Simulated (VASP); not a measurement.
Input of a VASP 6.6.1 run:

The input POSCAR:

```
Pd
1.0
    0.0000000000      1.9546880000      1.9546880000
    1.9546880000      0.0000000000      1.9546880000
    1.9546880000      1.9546880000      0.0000000000
Pd
1
Direct
    0.0000000000      0.0000000000      0.0000000000
```

INCAR.step1

```
SYSTEM = Pd
ALGO     = Normal         ! electronic algorithm
EDIFF    = 1E-5           ! SCF threshold, eV
ENCUT    = 550            ! plane-wave cutoff, eV
GGA      = PE             ! functional
GGA_COMPAT= .False.      
ISMEAR   = -5             ! smearing method
LASPH    = .True.         ! aspherical terms in the spheres
LCHARG   = .False.        ! write CHGCAR
LREAL    = .False.        ! projectors in reciprocal space
LWAVE    = .True.         ! write WAVECAR
NBANDS   = 11             ! bands
NELM     = 120            ! most SCF steps
PREC     = Accurate       ! precision mode
SIGMA    = 0.1            ! smearing width, eV
```

The input INCAR.step2:

```
SYSTEM = Pd
ALGO     = Normal         ! electronic algorithm
EDIFF    = 1E-6           ! SCF threshold, eV
ENCUT    = 550            ! plane-wave cutoff, eV
GGA_COMPAT= .False.      
ISIF     = 2              ! what is computed and relaxed
ISMEAR   = -5             ! smearing method
ISTART   = 1            
LASPH    = .True.         ! aspherical terms in the spheres
LCHARG   = .True.         ! write CHGCAR
LELF     = .True.         ! ELF
LMIXTAU  = .True.       
LREAL    = .False.        ! projectors in reciprocal space
LVHAR    = .True.       
LWAVE    = .False.        ! write WAVECAR
METAGGA  = R2SCAN         ! meta-GGA
NBANDS   = 11             ! bands
NELM     = 120            ! most SCF steps
PREC     = Accurate       ! precision mode
SIGMA    = 0.1            ! smearing width, eV
```

The input KPOINTS:

```
k-points
0
Gamma
  11 11 11
  0 0 0
```

Potentials or basis: VASP PAW PBE potentials, release 64 (Pd).

Launch:

```sh
$ cat potpaw_PBE.64/Pd/POTCAR > POTCAR
$ cp INCAR.step1 INCAR
$ mpirun -np 1 vasp_std > vasp.out
$ cp INCAR.step2 INCAR
$ mpirun -np 1 vasp_std > vasp.out
```

Task: Predict the band gap on the k mesh.

Result: Zero (band 5 reaches 9.66 eV, above the bottom of band 6 at 8.09 eV).

Task: Estimate the pressure.

Result: 0.7 GPa.

Caveat: the PAW data sets were made with another functional, which shifts forces and pressure a little; tetrahedron occupations give inexact forces and stress in metals.
